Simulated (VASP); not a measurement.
Runs of VASP 6.6.1 on Fe. The structure is that of space group Im-3m (No. 229), or close to it. The cells are those of the table. 

| spin | cell | gap on the mesh (eV) | pressure (GPa) | moment (μB) |
| --- | --- | --- | --- | --- |
| collinear, ferromagnetic start | a = 2.484 Å, angles 109.5°, 1 atom | none | (c) | 2.25 |
| collinear, ferromagnetic start | a = 2.435 Å, angles 109.5°, 1 atom | none | 4.0 | 2.15 |
| collinear, ferromagnetic start | a = 2.419 Å, angles 109.5°, 1 atom | none | 8.9 | 2.14 |
| off | a = 2.452 Å, angles 109.5°, 1 atom | none | -18.0 | - |
| collinear, ferromagnetic start | a = 2.445 Å, angles 109.5°, 1 atom | none | 1.6 | 2.17 |
| collinear, ferromagnetic start | a = 2.452 Å, angles 109.5°, 1 atom | none | -0.6 | (b) |
| collinear, ferromagnetic start | a = 2.468 Å, angles 109.5°, 1 atom | none | -3.8 | (a) |

Alike in all rows: task single point; level PBE; potentials or basis VASP PAW PBE potentials, release 64 (Fe); k mesh 22 × 22 × 22; cutoff (eV) 520; smearing gaussian 0.05 eV.

Problem. Fill in the values left out.

Solution. (a) 2.21; (b) 2.18; (c) -7.2.

Caveats: the cell stands under tension (at least some runs); the cell stands under pressure (at least some runs).

A gap of «none» marks levels without a gap at the run's occupations.
